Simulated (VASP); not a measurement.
# Na (P6_3/mmc) in VASP: notebook, part 2 of 2

VASP 6.6.1. Earlier steps stand in the parts before.

**3. Single point, PBEsol**

This run uses another cell than the first one, of 14.56 Å³/atom.

INCAR reads:

```
SYSTEM = Na
ALGO = Normal
EDIFF = 1E-6
ENCUT = 520
GGA = PS
ISIF = 2
ISMEAR = 0
LASPH = .True.
LCHARG = .False.
LREAL = .False.
LWAVE = .False.
NBANDS = 14
NELM = 60
PREC = Accurate
SIGMA = 0.05
```

KPOINTS reads:

```
k-points
0
Gamma
  12 12 7
  0 0 0
```

POSCAR reads:

```
Na
1.0
    2.7521708285      0.0000000000      0.0000000000
   -1.3760854143      2.3834498530      0.0000000000
    0.0000000000      0.0000000000      4.4387375471
Na
2
Direct
    0.3333333333      0.6666666667      0.2500000000
    0.6666666667      0.3333333333      0.7500000000
```

Potentials or basis: VASP PAW PBE potentials, release 64 (Na_pv).

Command:

```bash
$ cat potpaw_PBE.64/Na_pv/POTCAR > POTCAR
$ mpirun -np 1 vasp_std > vasp.out
```

Run time: 8.8 s. Hardware: 1 thread of Intel Xeon 6975P-C (Granite Rapids), shared host; peak memory 0.14 GiB.

The run converged. Its results:

```yaml
Free_energy: -0.2174 eV
Pressure: 40.2 GPa
Band_gap_on_the_k_mesh: zero (bands 7 and 8 overlap by 5.92 eV)
```

Levels at points of the mesh, in eV from the Fermi level:
```
           k point  band 5  band 6  band 7  band 8  band 9  band 10
(0.00, 0.00, 0.00)  -25.14  -25.13   -5.99    0.89    1.98    15.88
(0.50, 0.00, 0.00)  -25.28  -25.21    0.14    0.83    5.06     6.74
```

Caveat: the cell stands under pressure; the PAW data sets were made with another functional, which shifts forces and pressure a little.

**4. Single point, PBEsol**

This run uses another cell than the first one, of 18.12 Å³/atom.

INCAR reads:

```
SYSTEM = Na
PREC = Accurate ; ENCUT = 520
EDIFF = 1E-6 ; ISMEAR = 0
SIGMA = 0.05 ; LREAL = .False.
LASPH = .True. ; NELM = 100
ALGO = Normal ; ISIF = 2
LWAVE = .False. ; LCHARG = .False.
GGA = PS ; NBANDS = 14
```

KPOINTS reads:

```
regular mesh
0
Gamma
  12 12 7
  0 0 0
```

POSCAR reads:

```
Na
1.0
    2.9598040348      0.0000000000      0.0000000000
   -1.4799020174      2.5632654844      0.0000000000
    0.0000000000      0.0000000000      4.7776548021
Na
2
Direct
    0.3333333333      0.6666666667      0.2500000000
    0.6666666667      0.3333333333      0.7500000000
```

Command:

```bash
$ cat potpaw_PBE.64/Na_pv/POTCAR > POTCAR
$ mpirun -np 1 vasp_std > vasp.out
```

Run time: 8.7 s. Hardware: 1 thread of Intel Xeon 6975P-C (Granite Rapids), shared host; peak memory 0.16 GiB.

The run converged. Its results:

```
Free energy            : -1.4983 eV
Pressure               : 20.1 GPa
Band gap on the k mesh : zero (bands 7 and 8 overlap by 5.44 eV)
```

Levels at points of the mesh, in eV from the Fermi level:
```
           k point  band 3  band 4  band 5  band 6  band 7  band 8  band 9  band 10  band 11  band 12
(0.00, 0.00, 0.00)  -24.83  -24.78  -24.78  -24.78   -5.21    0.77    1.79    14.37    14.37    15.12
(0.50, 0.00, 0.00)  -24.98  -24.90  -24.86  -24.82    0.16    0.70    4.89     5.96     6.55     7.22
```

Caveat: the cell stands under pressure; the PAW data sets were made with another functional, which shifts forces and pressure a little.

**5. Single point, PBEsol**

This run uses another cell than the first one, of 36.40 Å³/atom.

INCAR reads:

```
ALGO     = Normal         # electronic algorithm
EDIFF    = 1E-6           # SCF threshold, eV
ENCUT    = 520            # plane-wave cutoff, eV
GGA      = PS             # functional
ISIF     = 2              # what is computed and relaxed
ISMEAR   = 0              # smearing method
LASPH    = T              # aspherical terms in the spheres
LCHARG   = T              # write CHGCAR
LELF     = T              # ELF
LREAL    = F              # projectors in reciprocal space
LVHAR    = T            
LWAVE    = F              # write WAVECAR
NBANDS   = 14             # bands
NELM     = 60             # most SCF steps
PREC     = Accurate       # precision mode
SIGMA    = 0.05           # smearing width, eV
```

KPOINTS reads:

```
k-points
0
Gamma
  12 12 7
```

POSCAR reads:

```
Na
1.0
    3.7370977662      0.0000000000      0.0000000000
   -1.8685488831      3.2364216019      0.0000000000
    0.0000000000      0.0000000000      6.0193659094
Na
2
Direct
    0.3333333333      0.6666666667      0.2500000000
    0.6666666667      0.3333333333      0.7500000000
```

Potentials or basis: VASP PAW PBE potentials, release 64 (Na_pv).

Command:

```bash
$ cat potpaw_PBE.64/Na_pv/POTCAR > POTCAR
$ mpirun -np 1 vasp_std > vasp.out
```

OUTCAR:

```text
EDIFF = 1E-6
   ENCUT = 520
   GGA = PS
   ISIF = 2
   ISMEAR = 0
   LASPH = T
   LREAL = F
   NELM = 60
   PREC = Accurate

 ion  position               nearest neighbor table
   1  0.333  0.667  0.250-
   2  0.667  0.333  0.750-

  LATTYP: Found a hexagonal cell.
 ALAT       =     3.7370977662
 C/A-ratio  =     1.6107060307

  Lattice vectors:

 A1 = (   3.7370977662,   0.0000000000,   0.0000000000)
 A2 = (  -1.8685488831,   3.2364216019,   0.0000000000)
[... 586 lines left out ...]
      8       1.6119      0.00000
      9       3.2826      0.00000
     10       4.1814      0.00000
     11       6.0991      0.00000
     12       7.7834      0.00000
     13       7.8901      0.00000
     14       9.5481      0.00000

 [... further k-points ...]
[... 5 lines left out ...]
  --------------------------------------------------------------------------------------
  -------------------------------------------------------------------------------------
  Total        0.0028578      0.0028578      0.0067645      0.0000000      0.0000000      0.0000000
  in kB        0.0628907      0.0628907      0.1488661      0.0000000      0.0000000      0.0000000
  external PRESSURE =       0.0915491 kB  Pullay stress =       0.0000000 kB

 VOLUME and BASIS-vectors are now :
 -----------------------------------------------------------------------------
  energy-cutoff  :      520.00
  volume of cell :       72.80
      direct lattice vectors                 reciprocal lattice vectors
     3.737097766  0.000000000  0.000000000     0.267587326  0.154491615  0.000000000
    -1.868548883  3.236421602  0.000000000     0.000000000  0.308983230  0.000000000
     0.000000000  0.000000000  6.019365909     0.000000000  0.000000000  0.166130455

 POSITION                                       TOTAL-FORCE (eV/Angst)
 -----------------------------------------------------------------------------------
     -0.00000      2.15761      1.50484        -0.000000      0.000000      0.000000
      1.86855      1.07881      4.51452         0.000000     -0.000000      0.000000
 -----------------------------------------------------------------------------------
    total drift:                                0.000000     -0.000000      0.000000

  FREE ENERGIE OF THE ION-ELECTRON SYSTEM (eV)
  ---------------------------------------------------
  free  energy   TOTEN  =        -2.8003119982 eV

  energy  without entropy=       -2.7995161879  energy(sigma->0) =       -2.79991409
```

stdout:

```text
POSCAR found type information on POSCAR Na
 POSCAR found :  1 types and       2 ions
 scaLAPACK will be used
 -----------------------------------------------------------------------------
|                                                                             |
|                                                                             |
|     You enforced a specific xc type in the INCAR file but a different       |
|     I HOPE YOU KNOW WHAT YOU ARE DOING!                                     |
|                                                                             |
 -----------------------------------------------------------------------------

 LDA part: xc-table for (Slater+PW92), standard interpolation
 POSCAR, INCAR and KPOINTS ok, starting setup
 FFT: planning ... GRIDC
 FFT: planning ... GRID_SOFT
 FFT: planning ... GRID
 WAVECAR not read
 entering main loop
```

Run time: 22 s. Hardware: 1 thread of Intel Xeon 6975P-C (Granite Rapids), shared host; peak memory 0.2 GiB.

Results:

```yaml
Free_energy: -2.8003 eV
Pressure: 0.0 GPa
Band_gap_on_the_k_mesh: zero (bands 7 and 8 overlap by 3.91 eV)
```

Levels at points of the mesh, in eV from the Fermi level:
| k point | band 3 | band 4 | band 5 | band 6 | band 7 | band 8 | band 9 | band 10 | band 11 | band 12 |
| --- | --- | --- | --- | --- | --- | --- | --- | --- | --- | --- |
| (0.00, 0.00, 0.00) | -24.79 | -24.78 | -24.78 | -24.78 | -3.33 | 0.60 | 1.06 | 9.95 | 9.95 | 10.33 |
| (0.50, 0.00, 0.00) | -24.80 | -24.79 | -24.79 | -24.79 | 0.19 | 0.32 | 3.89 | 3.93 | 4.46 | 4.66 |

Caveat: the PAW data sets were made with another functional, which shifts forces and pressure a little.

**6. The runs side by side**

```csv
cell,gap on the mesh (eV),pressure (GPa)
"a = 2.630, b = 2.630, c = 4.238 Å, angles 90.0, 90.0, 120.0°, 2 atoms",none,60.4
"a = 2.752, b = 2.752, c = 4.439 Å, angles 90.0, 90.0, 120.0°, 2 atoms",none,40.2
"a = 2.960, b = 2.960, c = 4.778 Å, angles 90.0, 90.0, 120.0°, 2 atoms",none,20.1
"a = 3.737, b = 3.737, c = 6.019 Å, angles 90.0, 90.0, 120.0°, 2 atoms",none,0.0
```

Alike in all rows: task single point; level PBEsol; potentials or basis VASP PAW PBE potentials, release 64 (Na_pv); no spin polarisation; k mesh 12 × 12 × 7; cutoff (eV) 520; smearing gaussian 0.05 eV.

Caveats: the PAW data sets were made with another functional, which shifts forces and pressure a little; the cell stands under pressure (at least some runs).

Total energies depend on the potentials used, so only differences within one code and one set of settings carry meaning.
